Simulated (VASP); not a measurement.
Input of a VASP 6.6.1 run:

Contents of INCAR:

```
PREC = Accurate ; ENCUT = 520
EDIFF = 1E-6 ; ISMEAR = 0
SIGMA = 0.15 ; LREAL = False
LASPH = True ; NELM = 100
ALGO = Fast ; ISIF = 2
LWAVE = False ; LCHARG = True
GGA = PS ; LELF = True
LVHAR = True ; NBANDS = 18
```

Contents of KPOINTS:

```
regular mesh
0
Gamma
  24 24 12
```

The input POSCAR:

```
Ta
1.0
    2.8669354486      0.0000000000      0.0000000000
   -1.4334677243      2.4828389295      0.0000000000
    0.0000000000      0.0000000000      4.8623012493
Ta
2
Direct
    0.6666666667      0.3333333333      0.7500000000
    0.3333333333      0.6666666667      0.2500000000
```

Potentials or basis: VASP PAW PBE potentials, release 64 (Ta_pv).

The run is started by

```bash
$ cat potpaw_PBE.64/Ta_pv/POTCAR > POTCAR
$ mpirun -np 1 vasp_std > vasp.out
```

(1) Estimate the pressure.

(2) Estimate the band gap on the k mesh.

## Answers

(1) 10.1 GPa.

(2) zero (bands 11 and 12 overlap by 2.49 eV).

Caveat: the cell differs from its parent crystal (strain -0.0450 x Voigt [0, 0, 1, 0, 0, 0]); the stress differs along the axes, from 7 to 16 GPa; the PAW data sets were made with another functional, which shifts forces and pressure a little; spin-orbit coupling is left out, which moves the levels of the heavy elements.
